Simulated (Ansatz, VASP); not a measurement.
## Two plane-wave programs on Hg

```xyz
1
Lattice="-1.8144 1.8144 1.8144 1.8144 -1.8144 1.8144 1.8144 1.8144 -1.8144" Properties=species:S:1:pos:R:3 pbc="T T T"
Hg    0.0000    0.0000    0.0000
```

Alike in both runs: functional PBEsol; k mesh 17 × 17 × 17; occupations fermi-dirac, width 0.08 eV; no spin polarisation.

Ansatz relaxed the structure, and its values are those at the end. VASP's run is a single point on that final structure, the one shown.

|  | VASP | Ansatz |
| --- | --- | --- |
| version | VASP 6.6.1 | Ansatz 0.2.0 |
| potentials or method | VASP PAW PBE potentials, release 64 (Hg) | PAW with Ansatz's default frozen-core files, scalar-relativistic |
| plane-wave cutoff (eV) | 520 | 420 |
| valence electrons in the cell | 12 | 20 |

Ansatz gave:

| Item | Value |
| --- | --- |
| pressure (GPa) | 0.0 |

Which values does VASP return?

Pressure (GPa): 0.4.

VASP's potentials were made for PBE, not for PBEsol. The functional is the same, so the differences come from potentials, cutoffs and numerics. VASP's potentials hold 12 valence electrons a cell and Ansatz's 20, so a difference there can come from the potentials and not from the codes.

Spin-orbit coupling is off throughout.
